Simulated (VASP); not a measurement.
A run of VASP 6.6.1:

The input INCAR:

```
SYSTEM = HfO2
PREC = Accurate
ENCUT = 520
EDIFF = 1E-6
ISMEAR = -1
SIGMA = 0.02
LREAL = .False.
LASPH = .True.
NELM = 80
ALGO = Normal
ISIF = 2
LWAVE = .False.
LCHARG = .False.
GGA = PE
NBANDS = 18
```

Contents of KPOINTS:

```
Automatic mesh
0
Gamma
  10 10 10
  0 0 0
```

The input POSCAR:

```
HfO2
1.0
    0.0000000000      2.5575000000      2.6086500000
    2.5575000000      0.0000000000      2.6086500000
    2.5575000000      2.5575000000      0.0000000000
Hf O
1 2
Direct
    0.0000000000      0.0000000000      0.0000000000
    0.2500000000      0.2500000000      0.2500000000
    0.7500000000      0.7500000000      0.7500000000
```

Potentials or basis: VASP PAW PBE potentials, release 64 (Hf_pv, O).

Command:

```bash
$ cat potpaw_PBE.64/Hf_pv/POTCAR potpaw_PBE.64/O/POTCAR > POTCAR
$ mpirun -np 1 vasp_std > vasp.out
```

Hardware: 1 thread of AMD EPYC 9R45 96-Core Processor (Zen 5) (shared host).

Task: How long does it take, and how much memory?

Result: Run time: 29 s on 1 thread of AMD EPYC 9R45 96-Core Processor (Zen 5), with other jobs on the host, peak memory 0.17 GiB. Counts: scf iterations 13, k points 102.
